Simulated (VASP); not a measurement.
# Cr (Im-3m) in VASP: a series of runs, part 2 of 2

VASP 6.6.1. Earlier steps stand in the parts before.

### Step 4. Electric field gradients, LDA, collinear spin, ferromagnetic start (volume scaled by 0.98)

Contents of INCAR:

```
SYSTEM = Cr
PREC = Accurate
ENCUT = 520
EDIFF = 1E-8
ISMEAR = -1
SIGMA = 0.08
LREAL = .FALSE.
LASPH = .TRUE.
NELM = 150
ALGO = Normal
ISIF = 2
LWAVE = .FALSE.
LCHARG = .FALSE.
ISPIN = 2
MAGMOM = 3
LORBIT = 11
LMAXMIX = 4
LEFG = .TRUE.
NBANDS = 16
```

Contents of KPOINTS:

```
regular mesh
0
G
  18 18 18
  0 0 0
```

Contents of POSCAR:

```
Cr
1.0
   -1.4322721916      1.4322721916      1.4322721916
    1.4322721916     -1.4322721916      1.4322721916
    1.4322721916      1.4322721916     -1.4322721916
Cr
1
Direct
    0.0000000000      0.0000000000      0.0000000000
```

Potentials or basis: VASP PAW LDA potentials, release 64 (Cr_pv).

Started as:

```console
cat potpaw_LDA.64/Cr_pv/POTCAR > POTCAR
mpirun -np 1 vasp_std > vasp.out
```

OUTCAR:

```text
SYSTEM = Cr
   PREC = Accurate
   ENCUT = 520
   EDIFF = 1E-8
   ISMEAR = -1
   LREAL = .FALSE.
   LASPH = .TRUE.
   NELM = 150
   ISIF = 2
   ISPIN = 2
   LORBIT = 11

 ion  position               nearest neighbor table
   1  0.000  0.000  0.000-

  LATTYP: Found a body centered cubic cell.
 ALAT       =     2.8645443832

  Lattice vectors:

 A1 = (  -1.4322721916,   1.4322721916,   1.4322721916)
 A2 = (   1.4322721916,  -1.4322721916,   1.4322721916)
 A3 = (   1.4322721916,   1.4322721916,  -1.4322721916)

Analysis of symmetry for initial positions (statically):
[... 1143 lines left out ...]

 Electric field gradients (V/A^2)
---------------------------------------------------------------------
 ion       V_xx      V_yy      V_zz      V_xy      V_xz      V_yz
---------------------------------------------------------------------
   1       0.000     0.000    -0.000    -0.002    -0.002    -0.002
---------------------------------------------------------------------

 Electric field gradients after diagonalization (V/A^2)
 (convention: |V_zz| > |V_xx| > |V_yy|)
----------------------------------------------------------------------
 ion       V_xx      V_yy      V_zz     asymmetry (V_yy - V_xx)/ V_zz
----------------------------------------------------------------------
   1       0.002     0.002    -0.005       0.000
----------------------------------------------------------------------

           NMR quadrupolar parameters

 Cq : quadrupolar parameter    Cq=e*Q*V_zz/h
 eta: asymmetry parameters     (V_yy - V_xx)/ V_zz
 Q  : nuclear electric quadrupole moment in mb (millibarn)
----------------------------------------------------------------------
 ion       Cq(MHz)       eta       Q (mb)
----------------------------------------------------------------------
   1      -0.000       0.000       1.000
----------------------------------------------------------------------

 total charge

# of ion       s       p       d       tot
------------------------------------------
    1        0.421   6.388   4.215  11.025

 magnetization (x)

# of ion       s       p       d       tot
------------------------------------------
    1        0.000  -0.000  -0.000  -0.000
```

OSZICAR:

```text
N       E                     dE             d eps       ncg     rms          rms(c)
DAV:   1     0.803420111089E+02    0.80342E+02   -0.61348E+03 12824   0.855E+02
DAV:   2    -0.944405917876E+01   -0.89786E+02   -0.85185E+02 13568   0.247E+02
DAV:   3    -0.109659173344E+02   -0.15219E+01   -0.15189E+01 14024   0.354E+01
DAV:   4    -0.109712829712E+02   -0.53656E-02   -0.53656E-02 14672   0.209E+00
DAV:   5    -0.109713231141E+02   -0.40143E-04   -0.40142E-04 14088   0.163E-01    0.177E+01
DAV:   6    -0.105653380707E+02    0.40599E+00   -0.22021E+00 12792   0.267E+01    0.333E+00
DAV:   7    -0.105808101642E+02   -0.15472E-01   -0.85865E-02 13016   0.274E+00    0.171E+00
DAV:   8    -0.105781718576E+02    0.26383E-02   -0.52689E-03 14216   0.665E-01    0.766E-01
DAV:   9    -0.105728021973E+02    0.53697E-02   -0.18768E-03 13768   0.504E-01    0.170E-01
DAV:  10    -0.105729964045E+02   -0.19421E-03   -0.30677E-04 13752   0.135E-01    0.340E-02
DAV:  11    -0.105730082823E+02   -0.11878E-04   -0.57913E-06 14184   0.281E-02    0.134E-02
DAV:  12    -0.105730112468E+02   -0.29645E-05   -0.66502E-07 13880   0.704E-03    0.602E-03
DAV:  13    -0.105730122647E+02   -0.10179E-05   -0.12901E-07 13040   0.332E-03    0.172E-03
DAV:  14    -0.105730122862E+02   -0.21522E-07   -0.17050E-08 13784   0.168E-03    0.216E-04
DAV:  15    -0.105730122875E+02   -0.12897E-08   -0.48124E-10  6656   0.196E-04
   1 F= -.10573012E+02 E0= -.10564221E+02  d E =-.175825E-01  mag=    -0.0000
```

stdout:

```text
POSCAR found type information on POSCAR Cr
 POSCAR found :  1 types and       1 ions
 scaLAPACK will be used
 LDA part: xc-table for (Slater(with rela. corr.)+CA(PZ))
 , standard interpolation
 POSCAR, INCAR and KPOINTS ok, starting setup
 FFT: planning ... GRIDC
 FFT: planning ... GRID_SOFT
 FFT: planning ... GRID
 WAVECAR not read
 entering main loop
ion   1
```

Run time: 25 s. Hardware: 1 thread of Intel Xeon 6975P-C (Granite Rapids), shared host; peak memory 0.15 GiB.

Results:

* Free energy: -10.5730 eV
* Pressure: -20.4 GPa
* Band gap on the k mesh: zero (filled and empty bands overlap)
* Net moment: 0.00 μB per cell
* Valence electrons inside the program's atomic spheres: Cr 11.03

Caveat: the starting moments collapsed, and a magnetic state may lie lower; without QUAD_EFG the Cq values of the log hold for a quadrupole moment of 1 mb, not for the nuclei.

### Step 5. Electric field gradients, LDA, collinear spin, ferromagnetic start (volume scaled by 0.99)

Contents of INCAR:

```
PREC = Accurate
ENCUT = 520
EDIFF = 1E-8
ISMEAR = -1
SIGMA = 0.08
LREAL = False
LASPH = True
NELM = 150
ALGO = Normal
ISIF = 2
LWAVE = False
LCHARG = False
ISPIN = 2
MAGMOM = 3
LORBIT = 11
LMAXMIX = 4
LEFG = True
NBANDS = 16
```

Contents of KPOINTS:

```
Automatic mesh
0
Gamma
  18 18 18
```

Contents of POSCAR:

```
Cr
1.0
   -1.4371273887      1.4371273887      1.4371273887
    1.4371273887     -1.4371273887      1.4371273887
    1.4371273887      1.4371273887     -1.4371273887
Cr
1
Direct
    0.0000000000      0.0000000000      0.0000000000
```

Potentials or basis: VASP PAW LDA potentials, release 64 (Cr_pv).

Started as:

```console
cat potpaw_LDA.64/Cr_pv/POTCAR > POTCAR
mpirun -np 1 vasp_std > vasp.out
```

OUTCAR:

```text
PREC = Accurate
   ENCUT = 520
   EDIFF = 1E-8
   ISMEAR = -1
   LREAL = False
   LASPH = True
   NELM = 150
   ISIF = 2
   ISPIN = 2
   LORBIT = 11

 ion  position               nearest neighbor table
   1  0.000  0.000  0.000-

  LATTYP: Found a body centered cubic cell.
 ALAT       =     2.8742547774

  Lattice vectors:

 A1 = (  -1.4371273887,   1.4371273887,   1.4371273887)
 A2 = (   1.4371273887,  -1.4371273887,   1.4371273887)
 A3 = (   1.4371273887,   1.4371273887,  -1.4371273887)

Analysis of symmetry for initial positions (statically):
=====================================================================
 Subroutine PRICEL returns:
 Original cell was already a primitive cell.

 Routine SETGRP: Setting up the symmetry group for a
 body centered cubic supercell.

 Subroutine GETGRP returns: Found 48 space group operations
 (whereof 48 operations were pure point group operations)
 out of a pool of 48 trial point group operations.

The static configuration has the point symmetry O_h .

Analysis of symmetry for dynamics (positions and initial velocities):
=====================================================================
 Subroutine PRICEL returns:
 Original cell was already a primitive cell.

 Routine SETGRP: Setting up the symmetry group for a
 body centered cubic supercell.

 Subroutine GETGRP returns: Found 48 space group operations
 (whereof 48 operations were pure point group operations)
 out of a pool of 48 trial point group operations.

The dynamic configuration has the point symmetry O_h .

Analysis of structural, dynamic, and magnetic symmetry:
[... 622 lines left out ...]

 [... further k-points ...]

 spin component 2

 k-point     1 :       0.0000    0.0000    0.0000
  band No.  band energies     occupation
      1     -31.9717      1.00000
      2     -31.9717      1.00000
      3     -31.9717      1.00000
      4       2.7096      1.00000
      5       9.5144      0.99999
      6       9.5144      0.99999
[... 435 lines left out ...]
      5       8.1111      1.00000
      6      10.0898      0.98111
[... 8 lines left out ...]
     15      40.2896      0.00000
     16      41.0811      0.00000

 [... further k-points ...]
[... 5 lines left out ...]
  --------------------------------------------------------------------------------------
  -------------------------------------------------------------------------------------
  Total       -1.6663832     -1.6663832     -1.6663832     -0.0000000      0.0000000     -0.0000000
  in kB     -224.8742254   -224.8742254   -224.8742254     -0.0000000      0.0000000     -0.0000000
  external PRESSURE =    -224.8742254 kB  Pullay stress =       0.0000000 kB

 VOLUME and BASIS-vectors are now :
 -----------------------------------------------------------------------------
  energy-cutoff  :      520.00
  volume of cell :       11.87
      direct lattice vectors                 reciprocal lattice vectors
    -1.437127389  1.437127389  1.437127389     0.000000000  0.347916270  0.347916270
     1.437127389 -1.437127389  1.437127389     0.347916270  0.000000000  0.347916270
     1.437127389  1.437127389 -1.437127389     0.347916270  0.347916270  0.000000000

 POSITION                                       TOTAL-FORCE (eV/Angst)
 -----------------------------------------------------------------------------------
      0.00000      0.00000      0.00000         0.000000      0.000000      0.000000
 -----------------------------------------------------------------------------------
    total drift:                                0.000000      0.000000      0.000000

  FREE ENERGIE OF THE ION-ELECTRON SYSTEM (eV)
  ---------------------------------------------------
  free  energy   TOTEN  =       -10.5570260819 eV

  energy  without entropy=      -10.5392670058  energy(sigma->0) =      -10.54814654

 Electric field gradients (V/A^2)
---------------------------------------------------------------------
 ion       V_xx      V_yy      V_zz      V_xy      V_xz      V_yz
---------------------------------------------------------------------
   1      -0.000    -0.000    -0.000    -0.002    -0.002    -0.002
---------------------------------------------------------------------

 Electric field gradients after diagonalization (V/A^2)
 (convention: |V_zz| > |V_xx| > |V_yy|)
----------------------------------------------------------------------
 ion       V_xx      V_yy      V_zz     asymmetry (V_yy - V_xx)/ V_zz
----------------------------------------------------------------------
   1       0.002     0.002    -0.005       0.000
----------------------------------------------------------------------

           NMR quadrupolar parameters

 Cq : quadrupolar parameter    Cq=e*Q*V_zz/h
 eta: asymmetry parameters     (V_yy - V_xx)/ V_zz
 Q  : nuclear electric quadrupole moment in mb (millibarn)
----------------------------------------------------------------------
 ion       Cq(MHz)       eta       Q (mb)
----------------------------------------------------------------------
   1      -0.000       0.000       1.000
----------------------------------------------------------------------

 total charge

# of ion       s       p       d       tot
------------------------------------------
    1        0.418   6.382   4.204  11.004

 magnetization (x)

# of ion       s       p       d       tot
------------------------------------------
    1        0.000  -0.000  -0.000  -0.000
```

stdout:

```text
POSCAR found type information on POSCAR Cr
 POSCAR found :  1 types and       1 ions
 scaLAPACK will be used
 LDA part: xc-table for (Slater(with rela. corr.)+CA(PZ))
 , standard interpolation
 POSCAR, INCAR and KPOINTS ok, starting setup
 FFT: planning ... GRIDC
 FFT: planning ... GRID_SOFT
 FFT: planning ... GRID
 WAVECAR not read
 entering main loop
ion   1
```

Wall time 36 s (1 thread of Intel Xeon 6975P-C (Granite Rapids), shared host); peak memory 0.16 GiB.

Results:

```yaml
Free_energy: -10.5570 eV
Pressure: -22.5 GPa
Band_gap_on_the_k_mesh: zero (filled and empty bands overlap)
Net_moment: 0.00 μB per cell
Valence_electrons_inside_the_program's_atomic_spheres: Cr 11.00
```

Caveat: the starting moments collapsed, and a magnetic state may lie lower; without QUAD_EFG the Cq values of the log hold for a quadrupole moment of 1 mb, not for the nuclei.
